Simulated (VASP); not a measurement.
# BN (I-4m2) in VASP: notebook, part 2 of 2

VASP 6.6.1. The steps go on from the part before.

## (3) Single point, LDA (equal xx and yy strain of -2 %)

File INCAR:

```
SYSTEM = BN
ALGO     = Normal         ! electronic algorithm
EDIFF    = 1E-6           ! SCF threshold, eV
ENCUT    = 520            ! plane-wave cutoff, eV
GGA      = CA             ! functional
ISIF     = 2              ! what is computed and relaxed
ISMEAR   = -1             ! smearing method
LASPH    = .True.         ! aspherical terms in the spheres
LCHARG   = .False.        ! write CHGCAR
LREAL    = .False.        ! projectors in reciprocal space
LWAVE    = .False.        ! write WAVECAR
NBANDS   = 11             ! bands
NELM     = 100            ! most SCF steps
PREC     = Accurate       ! precision mode
SIGMA    = 0.02           ! smearing width, eV
```

File KPOINTS:

```
k-points
0
Gamma
  11 11 11
  0 0 0
```

File POSCAR:

```
BN
1.0
    0.0000000000      1.7713500000      1.8075000000
    1.7713500000      0.0000000000      1.8075000000
    1.7713500000      1.7713500000      0.0000000000
B N
1 1
Direct
    0.0000000000      0.0000000000      0.0000000000
    0.7500000000      0.7500000000      0.7500000000
```

Potentials or basis: VASP PAW LDA potentials, release 64 (B, N).

Started as:

```console
$ cat potpaw_LDA.64/B/POTCAR potpaw_LDA.64/N/POTCAR > POTCAR
$ mpirun -np 1 vasp_std > vasp.out
```

OUTCAR:

```text
SYSTEM = BN
   EDIFF = 1E-6
   ENCUT = 520
   GGA = CA
   ISIF = 2
   ISMEAR = -1
   LASPH = .True.
   LREAL = .False.
   NELM = 100
   PREC = Accurate

 ion  position               nearest neighbor table
   1  0.000  0.000  0.000-   2 1.54   2 1.54   2 1.54   2 1.54
   2  0.750  0.750  0.750-   1 1.54   1 1.54   1 1.54   1 1.54

  LATTYP: Found a body centered tetragonal cell.
 ALAT       =     2.5050671937
 C/A-ratio  =     1.4430750636

  Lattice vectors:

 A1 = (  -1.7713500000,   0.0000000000,   1.8075000000)
 A2 = (   1.7713500000,   0.0000000000,   1.8075000000)
 A3 = (   0.0000000000,   1.7713500000,  -1.8075000000)

Analysis of symmetry for initial positions (statically):
=====================================================================
 Subroutine PRICEL returns:
 Original cell was already a primitive cell.

 Routine SETGRP: Setting up the symmetry group for a
 body centered tetragonal supercell.

 Subroutine GETGRP returns: Found  8 space group operations
 (whereof  8 operations were pure point group operations)
 out of a pool of 16 trial point group operations.

The static configuration has the point symmetry D_2d.

Analysis of symmetry for dynamics (positions and initial velocities):
[... 164 lines left out ...]

 k-point     1 :       0.0000    0.0000    0.0000
  band No.  band energies     occupation
      1     -12.6307      2.00000
      2       7.7613      2.00000
      3       7.9748      2.00000
      4       7.9749      2.00000
      5      16.7333      0.00000
      6      16.7333      0.00000
      7      16.8778      0.00000
      8      19.0045      0.00000
      9      33.1666      0.00000
     10      35.5922      0.00000
     11      35.8279      0.00000
[... 309 lines left out ...]
 k-point    24 :      -0.1818    0.1818    0.0000
  band No.  band energies     occupation
      1     -10.4575      2.00000
      2       2.1594      2.00000
      3       3.8834      2.00000
      4       6.9631      2.00000
      5      18.6017      0.00000
      6      18.9314      0.00000
      7      19.1613      0.00000
      8      21.7848      0.00000
      9      29.5351      0.00000
     10      30.5713      0.00000
     11      35.5467      0.00000

 [... further k-points ...]
[... 5 lines left out ...]
  --------------------------------------------------------------------------------------
  -------------------------------------------------------------------------------------
  Total        0.7280534      0.7280534     -0.2119524      0.0000000      0.0000000     -0.0000000
  in kB      102.8387418    102.8387418    -29.9386277      0.0000000      0.0000000     -0.0000000
  external PRESSURE =      58.5796186 kB  Pullay stress =       0.0000000 kB

 VOLUME and BASIS-vectors are now :
 -----------------------------------------------------------------------------
  energy-cutoff  :      520.00
  volume of cell :       11.34
      direct lattice vectors                 reciprocal lattice vectors
     0.000000000  1.771350000  1.807500000    -0.282270585  0.282270585  0.276625173
     1.771350000  0.000000000  1.807500000     0.282270585 -0.282270585  0.276625173
     1.771350000  1.771350000  0.000000000     0.282270585  0.282270585 -0.276625173

 POSITION                                       TOTAL-FORCE (eV/Angst)
 -----------------------------------------------------------------------------------
      0.00000      0.00000      0.00000        -0.000000     -0.000000      0.000000
      2.65702      2.65702      2.71125         0.000000      0.000000     -0.000000
 -----------------------------------------------------------------------------------
    total drift:                               -0.000000     -0.000000      0.000001

  FREE ENERGIE OF THE ION-ELECTRON SYSTEM (eV)
  ---------------------------------------------------
  free  energy   TOTEN  =       -19.4045011746 eV

  energy  without entropy=      -19.4045011746  energy(sigma->0) =      -19.40450117
```

stdout:

```text
POSCAR found type information on POSCAR B N
 POSCAR found :  2 types and       2 ions
 scaLAPACK will be used
 LDA part: xc-table for (Slater(with rela. corr.)+CA(PZ))
 , standard interpolation
 POSCAR, INCAR and KPOINTS ok, starting setup
 FFT: planning ... GRIDC
 FFT: planning ... GRID_SOFT
 FFT: planning ... GRID
 WAVECAR not read
 entering main loop
```

Run time: 11 s. Hardware: 1 thread of Intel Xeon Platinum 8488C (Sapphire Rapids), shared host; peak memory 0.12 GiB.

Results:

```
Free energy            : -19.4045 eV
Pressure               : 5.9 GPa
Band gap on the k mesh : 4.31 eV, indirect (least direct gap 8.76 eV)
```

Caveat: the cell differs from its parent crystal (equal xx and yy strain of -2 %).

## (4) Single point, LDA (equal xx and yy strain of -1 %)

File INCAR:

```
SYSTEM = BN
PREC = Accurate
ENCUT = 520
EDIFF = 1E-7
ISMEAR = -1
SIGMA = 0.02
LREAL = .False.
LASPH = .True.
NELM = 60
ALGO = Normal
ISIF = 2
LWAVE = .False.
LCHARG = .True.
LELF = .True.
LVHAR = .True.
NBANDS = 11
```

File KPOINTS:

```
Automatic mesh
0
Gamma
  11 11 11
  0 0 0
```

File POSCAR:

```
BN
1.0
    0.0000000000      1.7894250000      1.8075000000
    1.7894250000      0.0000000000      1.8075000000
    1.7894250000      1.7894250000      0.0000000000
B N
1 1
Direct
    0.0000000000      0.0000000000      0.0000000000
    0.7500000000      0.7500000000      0.7500000000
```

Started as:

```console
$ cat potpaw_LDA.64/B/POTCAR potpaw_LDA.64/N/POTCAR > POTCAR
$ mpirun -np 1 vasp_std > vasp.out
```

Run time: 14 s. Hardware: 1 thread of Intel Xeon Platinum 8488C (Sapphire Rapids), shared host; peak memory 0.12 GiB.

It converged, with:

| Quantity | Value |
| --- | --- |
| Free energy | -19.4119 eV |
| Pressure | -2.5 GPa |
| Band gap on the k mesh | 4.38 eV, indirect (least direct gap 8.72 eV) |

Stress tensor (GPa, compression positive):
```
-0.33  0.00  0.00
 0.00 -0.33  0.00
 0.00  0.00 -6.72
```

Levels at points of the mesh, in eV from the valence-band top:
| k point | band 2 | band 3 | band 4 | band 5 | band 6 | band 7 |
| --- | --- | --- | --- | --- | --- | --- |
| (0.00, 0.00, 0.00) | -0.10 | 0.00 | 0.00 | 8.72 | 8.72 | 8.79 |

Caveat: the cell differs from its parent crystal (equal xx and yy strain of -1 %). A k mesh can miss the band edges.

## (5) Overview

```tsv
cell	gap on the mesh (eV)	pressure (GPa)
a = 2.543, b = 2.543, c = 2.556 Å, angles 59.8, 59.8, 60.3°, 2 atoms	4.28	-6.3
a = 2.531, b = 2.531, c = 2.505 Å, angles 60.3, 60.3, 59.3°, 2 atoms	4.31	5.9
a = 2.543, b = 2.543, c = 2.531 Å, angles 60.2, 60.2, 59.7°, 2 atoms	4.38	-2.5
```

Alike in all rows: task single point; level LDA; potentials or basis VASP PAW LDA potentials, release 64 (B, N); no spin polarisation; k mesh 11 × 11 × 11; cutoff (eV) 520; smearing fermi-dirac 0.02 eV.

Total energies depend on the potentials used, so only differences within one code and one set of settings carry meaning.
